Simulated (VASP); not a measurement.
# Rh (P6_3/mmc) in VASP: a series of runs

The runs below take Rh through single point, with r2SCAN.

All numbers are computed with VASP 6.6.1; they aren't measurements. Logs are shortened: lines on timing, memory, paths and dates and some standing lists are left out, and cuts for length are marked.

## Step 1: The cell of the first run

Symmetry: P6_3/mmc, No. 194, hexagonal system. Conventional cell: a = 2.704 Å, b = 2.704 Å, c = 4.357 Å, α = 90.00°, β = 90.00°, γ = 120.00°. Within 3.5 Å of Rh (site symmetry -6m2) lie 12 Rh at 2.68 to 2.70 Å.

This isn't the form of Rh at room conditions, which is fcc.

## Step 2: Single point, r2SCAN

Input file POSCAR:

```
Rh
1.0
    2.7035119571      0.0000000000      0.0000000000
   -1.3517559785      2.3413100343      0.0000000000
    0.0000000000      0.0000000000      4.3568814147
Rh
2
Direct
    0.3333333333      0.6666666667      0.2500000000
    0.6666666667      0.3333333333      0.7500000000
```

Input file INCAR.step1:

```
ALGO = Normal ; EDIFF = 1E-5
ENCUT = 680 ; GGA = PE
GGA_COMPAT = F ; ISMEAR = -1
LASPH = T ; LCHARG = F
LREAL = F ; LWAVE = T
NBANDS = 24 ; NELM = 120
PREC = Accurate ; SIGMA = 0.1
```

Input file INCAR.step2:

```
ALGO = Normal ; EDIFF = 1E-6
ENCUT = 680 ; GGA_COMPAT = F
ISIF = 2 ; ISMEAR = -1
ISTART = 1 ; LASPH = T
LCHARG = F ; LMIXTAU = T
LREAL = F ; LWAVE = F
METAGGA = R2SCAN ; NBANDS = 24
NELM = 120 ; PREC = Accurate
SIGMA = 0.1
```

Input file KPOINTS:

```
k-points
0
Gamma
  13 13 7
```

Potentials or basis: VASP PAW PBE potentials, release 64 (Rh_sv_GW).

On the command line:

```bash
$ cat potpaw_PBE.64/Rh_sv_GW/POTCAR > POTCAR
$ cp INCAR.step1 INCAR
$ mpirun -np 1 vasp_std > vasp.out
$ cp INCAR.step2 INCAR
$ mpirun -np 1 vasp_std > vasp.out
```

OUTCAR:

```text
EDIFF = 1E-6
   ENCUT = 680
   ISIF = 2
   ISMEAR = -1
   ISTART = 1
   LASPH = T
   LREAL = F
   METAGGA = R2SCAN
   NELM = 120
   PREC = Accurate

 ion  position               nearest neighbor table
   1  0.333  0.667  0.250-
   2  0.667  0.333  0.750-

  LATTYP: Found a hexagonal cell.
 ALAT       =     2.7035119571
 C/A-ratio  =     1.6115635824

  Lattice vectors:

 A1 = (   2.7035119571,   0.0000000000,   0.0000000000)
 A2 = (  -1.3517559785,   2.3413100343,   0.0000000000)
 A3 = (   0.0000000000,   0.0000000000,   4.3568814147)

Analysis of symmetry for initial positions (statically):
=====================================================================
 Subroutine PRICEL returns:
 Original cell was already a primitive cell.

 Routine SETGRP: Setting up the symmetry group for a
 hexagonal supercell.

 Subroutine GETGRP returns: Found 24 space group operations
 (whereof 12 operations were pure point group operations)
 out of a pool of 24 trial point group operations.

The static configuration has the point symmetry D_3d.
 The point group associated with its full space group is D_6h.

Analysis of symmetry for dynamics (positions and initial velocities):
=====================================================================
 Subroutine PRICEL returns:
 Original cell was already a primitive cell.

 Routine SETGRP: Setting up the symmetry group for a
 hexagonal supercell.

 Subroutine GETGRP returns: Found 24 space group operations
 (whereof 12 operations were pure point group operations)
 out of a pool of 24 trial point group operations.

The dynamic configuration has the point symmetry D_3d.
 The point group associated with its full space group is D_6h.

 Subroutine INISYM returns: Found 24 space group operations
 (whereof 12 operations are pure point group operations),
 and found     1 'primitive' translations

----------------------------------------------------------------------------------------

                                     Primitive cell

  volume of cell :      27.5780

  direct lattice vectors                    reciprocal lattice vectors
     2.703511957  0.000000000  0.000000000     0.369889246  0.213555656  0.000000000
    -1.351755978  2.341310034  0.000000000     0.000000000  0.427111312  0.000000000
     0.000000000  0.000000000  4.356881415     0.000000000  0.000000000  0.229521969

  length of vectors
     2.703511957  2.703511957  4.356881415     0.427111312  0.427111312  0.229521969

  position of ions in fractional coordinates (direct lattice)
     0.333333333  0.666666667  0.250000000
     0.666666667  0.333333333  0.750000000

  ion indices of the primitive-cell ions
   primitive index   ion index
                 1           1
                 2           2

----------------------------------------------------------------------------------------

 KPOINTS: k-points

Automatic generation of k-mesh.
 Grid dimensions read from file:
 generate k-points for:   13   13    7

 Generating k-lattice:

  Cartesian coordinates                     Fractional coordinates (reciprocal lattice)
     0.028453019  0.016427358  0.000000000     0.076923077  0.000000000  0.000000000
     0.000000000  0.032854716  0.000000000     0.000000000  0.076923077  0.000000000
     0.000000000  0.000000000  0.032788853     0.000000000  0.000000000  0.142857143

  Length of vectors
     0.032854716  0.032854716  0.032788853

  Shift w.r.t. Gamma in fractional coordinates (k-lattice)
     0.000000000  0.000000000  0.000000000

 Subroutine IBZKPT returns following result:
 ===========================================

 Found     84 irreducible k-points:

 Following reciprocal coordinates:
            Coordinates               Weight
  0.000000  0.000000  0.000000      1.000000
  0.076923  0.000000  0.000000      6.000000
  0.153846  0.000000  0.000000      6.000000
  0.230769 -0.000000  0.000000      6.000000
  0.307692  0.000000  0.000000      6.000000
  0.384615  0.000000  0.000000      6.000000
[... 16 lines left out ...]
  0.076923  0.000000  0.142857     12.000000
  0.153846  0.000000  0.142857     12.000000
 [... further k-points ...]
   k-points           NKPTS =     84   k-points in BZ     NKDIM =     84   number of bands    NBANDS=     24
   number of dos      NEDOS =    301   number of ions     NIONS =      2
   total plane-waves  NPLWV =  23040
   dimension x,y,z NGX =    24 NGY =   24 NGZ =   40
   dimension x,y,z NGXF=    48 NGYF=   48 NGZF=   80
   ions per type =               2
   NGX,Y,Z   is equivalent  to a cutoff of  14.76, 14.76, 15.26 a.u.
   NGXF,Y,Z  is equivalent  to a cutoff of  29.52, 29.52, 30.53 a.u.
 SYSTEM =  unknown system
   PREC   = accura    normal or accurate (medium, high low for compatibility)
   ISTART =      1    job   : 0-new  1-cont  2-samecut
   ICHARG =      0    charge: 1-file 2-atom 10-const
   ISPIN  =      1    spin polarized calculation?
   LNONCOLLINEAR =      F non collinear calculations
   LSORBIT =      F    spin-orbit coupling
   LASPH  =      T    aspherical Exc in radial PAW
   ENCUT  =  680.0 eV  49.98 Ry    7.07 a.u.   5.75  5.75  9.26*2*pi/ulx,y,z
   NELM   =    120;   NELMIN=  2; NELMDL=  0     # of ELM steps
   EDIFF  = 0.1E-05   stopping-criterion for ELM
   LREAL  =      F    real-space projection
   EDIFFG = 0.1E-04   stopping-criterion for IOM
   NSW    =      0    number of steps for IOM
   IBRION =     -1    ionic relax: 0-MD 1-quasi-New 2-CG
   NFREE  =      0    steps in history (QN), initial steepest desc. (CG)
   ISIF   =      2    stress and relaxation
   ISYM   =      2    0-nonsym 1-usesym 2-fastsym
   POTIM  = 0.5000    time-step for ionic-motion
   TEBEG  =    0.0;   TEEND  =   0.0 temperature during run
   PSTRESS=    0.0 pullay stress
   NELECT =      34.0000    total number of electrons
   NUPDOWN=      -1.0000    fix difference up-down
   EMIN   =  10.00;   EMAX   =-10.00  energy-range for DOS
   EFERMI =   0.00;   METHOD = LEGACY
   ISMEAR =    -1;   SIGMA  =   0.10  broadening in eV -4-tet -1-fermi 0-gaus
   EFERMI_NEDOS =   21; number of points for ismear=-14 and -15
   IALGO  =     38    algorithm
   IMIX   =      4    mixing-type and parameters
     AMIX     =   0.40;   BMIX     =  1.00
     AMIX_MAG =   1.60;   BMIX_MAG =  1.00
  volume/ion in A,a.u.               =      13.79        93.05
  Fermi-wavevector in a.u.,A,eV,Ry     =   1.755416  3.317256 41.926172  3.081487
  Thomas-Fermi vector in A             =   2.825166
   LORBIT       =      0    0 simple, 1 ext, 2 COOP (PROOUT), +10 PAW based schemes
   METAGGA = R2SCAN    functional components
   LHFCALC =     F    Hartree Fock is set to
   AEXX    =    0.0000 exact exchange contribution
   IVDW    =     0    specifies the selected vdW correction
   LEPSILON=     F    determine dielectric tensor
   LRPA    =     F    only Hartree local field effects (RPA)
 non-spin polarized calculation
  energy-cutoff  :      680.00
  volume of cell :       27.58
 maximum number of plane-waves:      1121
 NGX is ok and might be reduce to    24
   NGX = 11   NGY = 11   NGZ = 19

 number of electron      33.9999993 magnetization

 Free energy of the ion-electron system (eV)
  ---------------------------------------------------
  ext. energy  EPLUGINS =         0.00000000
  ---------------------------------------------------
  free energy    TOTEN  =       -46.53268829 eV

  energy without entropy =      -46.42297616  energy(sigma->0) =      -46.47783223

 E-fermi :  10.7474     XC(G=0): -15.2520

 val. band max:       10.7427330095   @ k =   0.3846   0.0000   0.2857
 cond. band min:      10.7578368068   @ k =   0.2308  -0.0000   0.4286
 fundamental gap:      0.0151037973
 Fermi energy:        10.7474098245

 k-point     1 :       0.0000    0.0000    0.0000
  band No.  band energies     occupation
      1     -70.4978      2.00000
      2     -70.3692      2.00000
      3     -37.9392      2.00000
      4     -37.2429      2.00000
      5     -37.2429      2.00000
      6     -37.1401      2.00000
[... 16 lines left out ...]
     23      29.4662      0.00000
     24      30.0563      0.00000

 k-point     2 :       0.0769    0.0000    0.0000
  band No.  band energies     occupation
      1     -70.4918      2.00000
      2     -70.3666      2.00000
      3     -37.9246      2.00000
      4     -37.2753      2.00000
      5     -37.2535      2.00000
      6     -37.1611      2.00000
[... 16 lines left out ...]
     23      29.7014      0.00000
     24      30.2288      0.00000

 k-point     3 :       0.1538    0.0000    0.0000
  band No.  band energies     occupation
      1     -70.4749      2.00000
      2     -70.3594      2.00000
      3     -37.8827      2.00000
      4     -37.3653      2.00000
      5     -37.2823      2.00000
      6     -37.2532      2.00000
[... 16 lines left out ...]
     23      30.0558      0.00000
     24      30.1729      0.00000

 k-point     4 :       0.2308   -0.0000    0.0000
  band No.  band energies     occupation
      1     -70.4503      2.00000
      2     -70.3500      2.00000
      3     -37.8186      2.00000
      4     -37.4925      2.00000
      5     -37.3802      2.00000
      6     -37.3215      2.00000
[... 16 lines left out ...]
     23      28.9046      0.00000
     24      29.1364      0.00000

 k-point     5 :       0.3077    0.0000    0.0000
  band No.  band energies     occupation
      1     -70.4225      2.00000
      2     -70.3416      2.00000
      3     -37.7408      2.00000
      4     -37.6278      2.00000
      5     -37.5116      2.00000
      6     -37.3620      2.00000
[... 16 lines left out ...]
     23      26.9897      0.00000
     24      27.6883      0.00000

 k-point     6 :       0.3846    0.0000    0.0000
  band No.  band energies     occupation
      1     -70.3972      2.00000
      2     -70.3368      2.00000
      3     -37.7400      2.00000
      4     -37.6619      2.00000
      5     -37.6182      2.00000
      6     -37.3948      2.00000
[... 16 lines left out ...]
     23      25.4372      0.00000
     24      26.5297      0.00000
[... 379 lines left out ...]
 k-point    21 :       0.3077    0.3077    0.0000
  band No.  band energies     occupation
      1     -70.3548      2.00000
      2     -70.3424      2.00000
      3     -37.7047      2.00000
      4     -37.6033      2.00000
      5     -37.5591      2.00000
      6     -37.4957      2.00000
[... 16 lines left out ...]
     23      24.8706      0.00000
     24      26.7837      0.00000

 k-point    22 :       0.0000    0.0000    0.1429
  band No.  band energies     occupation
      1     -70.4915      2.00000
      2     -70.3757      2.00000
      3     -37.9008      2.00000
      4     -37.2372      2.00000
      5     -37.2372      2.00000
      6     -37.1810      2.00000
[... 16 lines left out ...]
     23      29.5402      0.00000
     24      30.1048      0.00000

 k-point    23 :       0.0769    0.0000    0.1429
  band No.  band energies     occupation
      1     -70.4856      2.00000
      2     -70.3728      2.00000
      3     -37.8881      2.00000
      4     -37.2689      2.00000
      5     -37.2475      2.00000
      6     -37.2024      2.00000
[... 16 lines left out ...]
     23      29.7266      0.00000
     24      30.2791      0.00000

 k-point    24 :       0.1538    0.0000    0.1429
  band No.  band energies     occupation
      1     -70.4692      2.00000
      2     -70.3651      2.00000
      3     -37.8522      2.00000
      4     -37.3562      2.00000
      5     -37.2839      2.00000
      6     -37.2756      2.00000
[... 16 lines left out ...]
     23      29.5723      0.00000
     24      30.0608      0.00000

 [... further k-points ...]

------------------------ aborting loop because EDIFF is reached ----------------------------------------

  FORCE on cell =-STRESS in cart. coord.  units (eV):
  Direction    XX          YY          ZZ          XY          YZ          ZX
  --------------------------------------------------------------------------------------
  -------------------------------------------------------------------------------------
  Total        0.0144376      0.0144376      0.0091850      0.0000000      0.0000000      0.0000000
  in kB        0.8387675      0.8387675      0.5336128      0.0000000      0.0000000      0.0000000
  external PRESSURE =       0.7370492 kB  Pullay stress =       0.0000000 kB

 VOLUME and BASIS-vectors are now :
 -----------------------------------------------------------------------------
  energy-cutoff  :      680.00
  volume of cell :       27.58
      direct lattice vectors                 reciprocal lattice vectors
     2.703511957  0.000000000  0.000000000     0.369889246  0.213555656  0.000000000
    -1.351755978  2.341310034  0.000000000     0.000000000  0.427111312  0.000000000
     0.000000000  0.000000000  4.356881415     0.000000000  0.000000000  0.229521969

 POSITION                                       TOTAL-FORCE (eV/Angst)
 -----------------------------------------------------------------------------------
     -0.00000      1.56087      1.08922         0.000000      0.000000      0.000000
      1.35176      0.78044      3.26766        -0.000000     -0.000000      0.000000
 -----------------------------------------------------------------------------------
    total drift:                               -0.000000      0.000000     -0.000000

  FREE ENERGIE OF THE ION-ELECTRON SYSTEM (eV)
  ---------------------------------------------------
  free  energy   TOTEN  =       -46.5326882854 eV

  energy  without entropy=      -46.4229761648  energy(sigma->0) =      -46.47783223
```

Wall time 4.5 min (1 thread of Intel Xeon Platinum 8175M at 2.50GHz (Skylake/Cascade Lake), shared host); peak memory 0.23 GiB.

What came out:

```
Free energy            : -46.5327 eV
Pressure               : 0.1 GPa
Band gap on the k mesh : zero (bands 17 and 18 overlap by 2.38 eV)
```

Caveat: the PAW data sets were made with another functional, which shifts forces and pressure a little.

## Step 3: Single point, r2SCAN, collinear spin, ferromagnetic start

Input file POSCAR:

```
Rh
1.0
    2.7012216844      0.0000000000      0.0000000000
   -1.3506108422      2.3393266000      0.0000000000
    0.0000000000      0.0000000000      4.3580193197
Rh
2
Direct
    0.3333333333      0.6666666667      0.2500000000
    0.6666666667      0.3333333333      0.7500000000
```

Input file INCAR.step1:

```
  PREC = Accurate
  ENCUT = 680
  ISMEAR = -1
  SIGMA = 0.05
  LREAL = F
  LASPH = T
  NELM = 200
  ISPIN = 2
  MAGMOM = 1 1
  LMAXMIX = 4
  NBANDS = 28
  GGA = PE
  ALGO = Normal
  EDIFF = 1E-5
  LWAVE = T
  LCHARG = F
  GGA_COMPAT = F
```

Input file INCAR.step2:

```
  PREC = Accurate
  ENCUT = 680
  EDIFF = 1E-6
  ISMEAR = -1
  SIGMA = 0.05
  LREAL = F
  LASPH = T
  NELM = 200
  ALGO = Normal
  ISIF = 2
  LWAVE = F
  LCHARG = F
  ISPIN = 2
  MAGMOM = 1 1
  LORBIT = 11
  LMAXMIX = 4
  METAGGA = R2SCAN
  LMIXTAU = T
  NBANDS = 28
  ISTART = 1
  GGA_COMPAT = F
```

Input file KPOINTS:

```
Automatic mesh
0
Gamma
  13 13 7
```

Potentials or basis: VASP PAW PBE potentials, release 64 (Rh_sv_GW).

On the command line:

```bash
$ cat potpaw_PBE.64/Rh_sv_GW/POTCAR > POTCAR
$ cp INCAR.step1 INCAR
$ mpirun -np 1 vasp_std > vasp.out
$ cp INCAR.step2 INCAR
$ mpirun -np 1 vasp_std > vasp.out
```

Wall time 9 min (1 thread of AMD EPYC 7R13 (Zen 3), shared host); peak memory 0.27 GiB.

The run converged. Its results:

```yaml
Free_energy: -46.4908 eV
Pressure: 0.1 GPa
Band_gap_on_the_k_mesh: zero (filled and empty bands overlap)
Net_moment: 0.00 μB per cell
Valence_electrons_inside_the_program's_atomic_spheres: Rh 14.96
```

Levels at points of the mesh, in eV from the Fermi level:
Spin up:
```tsv
k point	band 15	band 16	band 17	band 18	band 19	band 20
(0.00, 0.00, 0.00)	-2.62	-2.04	-2.04	0.11	0.11	0.88
```
Spin down:
```tsv
k point	band 13	band 14	band 15	band 16	band 17	band 18	band 19	band 20	band 21	band 22
(0.00, 0.00, 0.00)	-3.16	-2.62	-2.62	-2.04	-2.04	0.11	0.11	0.88	9.09	16.43
```

Caveat: the PAW data sets were made with another functional, which shifts forces and pressure a little.

[end of part 1 of 2]
